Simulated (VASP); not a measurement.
A run of VASP 6.6.1 is set up as follows.

The input INCAR:

```
ALGO     = Normal         # electronic algorithm
EDIFF    = 1E-6           # SCF threshold, eV
EDIFFG   = -0.01          # ionic threshold
ENCUT    = 600            # plane-wave cutoff, eV
GGA      = PS             # functional
IBRION   = 2              # ionic algorithm
ISIF     = 3              # what is computed and relaxed
ISMEAR   = 0              # smearing method
LASPH    = T              # aspherical terms in the spheres
LCHARG   = F              # write CHGCAR
LREAL    = F              # projectors in reciprocal space
LWAVE    = F              # write WAVECAR
NELM     = 100            # most SCF steps
NSW      = 100            # ionic steps
PREC     = Accurate       # precision mode
SIGMA    = 0.1            # smearing width, eV
```

File KPOINTS:

```
k-points
0
Gamma
  33 33 34
```

The input POSCAR:

```
C
1.0
    1.9972779463      0.0000000000      0.0000000000
   -0.9986389731      1.7296934399      0.0000000000
    0.0000000000      0.0000000000      1.5787925111
C
1
Direct
    0.0000000000      0.0000000000      0.0000000000
```

Potentials or basis: VASP PAW PBE potentials, release 64 (C).

The run is started by

```console
$ cat potpaw_PBE.64/C/POTCAR > POTCAR
$ mpirun -np 1 vasp_std > vasp.out
```

Question: What does it give for the relaxed cell?

Answer: a = 2.001 Å, b = 2.001 Å, c = 1.579 Å, α = 90.00°, β = 90.00°, γ = 120.00°.

Question: Predict the relaxed volume.

Answer: 5.48 Å³/atom.

Question: Estimate the band gap on the k mesh.

Answer: Zero (band 2 reaches 19.46 eV, above the bottom of band 3 at 2.92 eV).

Final structure:
```
C
1.0
     2.00137    0.00000    0.00000
    -1.00069    1.73324    0.00000
     0.00000    0.00000    1.57928
C
1
Direct
  0.00000 0.00000 0.00000
```

Caveat: the PAW data sets were made with another functional, which shifts forces and pressure a little.
